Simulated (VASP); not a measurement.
Set up this calculation in VASP 6.6.1, as the native input.

```
Task                   : single point
Functional             : PBE
Potentials or basis    : VASP PAW PBE potentials, release 64 (Mg, Sn_d, O)
Cutoff                 : 520 eV
k mesh                 : 10 × 10 × 2
Occupations            : gaussian, width 0.02 eV
Spin                   : no spin polarisation
Dipole correction      : no
Further INCAR settings : LREAL = Auto; ALGO = Normal; EDIFF = 1e-06; NBANDS = 58
```

The structure of Mg3SnO4 lies in POSCAR:

```
Mg3SnO4
1.0
    3.1094345097      0.0000000000      0.0000000000
    0.0000000000      3.1094345097      0.0000000000
    0.0000000000      0.0000000000     21.1252941340
Mg Sn O
6 2 8
Direct
    0.5000000000      0.0000000000      0.1483195457
    0.5000000000      0.0000000000      0.7541250831
    0.5000000000      0.0000000000      0.9507134991
    0.0000000000      0.5000000000      0.8516804543
    0.0000000000      0.5000000000      0.2458749169
    0.0000000000      0.5000000000      0.0492865009
    0.5000000000      0.0000000000      0.3731382152
    0.0000000000      0.5000000000      0.6268617848
    0.5000000000      0.0000000000      0.0494124803
    0.5000000000      0.0000000000      0.2483052388
    0.5000000000      0.0000000000      0.6593877430
    0.5000000000      0.0000000000      0.8521713241
    0.0000000000      0.5000000000      0.9505875197
    0.0000000000      0.5000000000      0.3406122570
    0.0000000000      0.5000000000      0.1478286759
    0.0000000000      0.5000000000      0.7516947612
```

These files were run (other wordings do the same):

INCAR

```
PREC = Accurate
ENCUT = 520
EDIFF = 1E-6
ISMEAR = 0
SIGMA = 0.02
LREAL = Auto
LASPH = T
NELM = 60
ALGO = Normal
ISIF = 2
LWAVE = F
LCHARG = F
GGA = PE
NBANDS = 58
```

KPOINTS

```
Automatic mesh
0
Gamma
  10 10 2
```

Potentials or basis: VASP PAW PBE potentials, release 64 (Mg, Sn_d, O).

Command:

```bash
$ cat potpaw_PBE.64/Mg/POTCAR potpaw_PBE.64/Sn_d/POTCAR potpaw_PBE.64/O/POTCAR > POTCAR
$ mpirun -np 1 vasp_std > vasp.out
```

Results of the run:

```json
{"Pressure": "-0.7 GPa", "Largest force": "0.051 eV/Å", "Band gap on the k mesh": "1.63 eV (least direct gap 2.04 eV)"}
```

Caveat: spin-orbit coupling is left out, which moves the levels of the heavy elements.

Wall time 4.6 min on 1 thread of Intel(R) Xeon(R) 6975P-C (Granite Rapids), on a shared host, peak memory 0.47 GiB.
